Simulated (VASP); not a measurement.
Crystal: Ni.

```xyz
1
Lattice="0.0000 1.7699 1.7699 1.7699 0.0000 1.7699 1.7699 1.7699 0.0000" Properties=species:S:1:pos:R:3 pbc="T T T"
Ni    0.0000    0.0000    0.0000
```

Base run:

| Quantity | Value |
| --- | --- |
| Program | VASP 6.6.1 |
| Functional | PBE |
| Potentials or basis | VASP PAW PBE potentials, release 64 (Ni) |
| Cutoff | 520 eV |
| k mesh | 12 × 12 × 12 |
| Occupations | fermi-dirac, width 0.05 eV |
| Spin | collinear spin, ferromagnetic start |
| Starting moments | [1.54] μB |
| Fixed moment | 1.54 μB |
| Hubbard terms | Ni d U = 6.2 eV |

Its results: pressure 3.7 GPa; site moments Ni +1.51 μB.

Task: The run is repeated on the same cell with these changes: potentials or basis from VASP PAW PBE potentials, release 64 (Ni) to VASP PAW PBE potentials, release 64 (Ni_sv_GW); cutoff from 520 eV to 590 eV; further incar settings from ALGO = Normal; EDIFF = 1e-06; NBANDS = 15 to ALGO = Normal; EDIFF = 1e-06; NBANDS = 19; valence electrons from 10 to 18. What comes out?

Result: Pressure 10.8 GPa; site moments Ni +1.53 μB.

Caveats: the total moment is fixed, so each spin has its own Fermi level; the U is typed as a test and isn't derived for this compound.
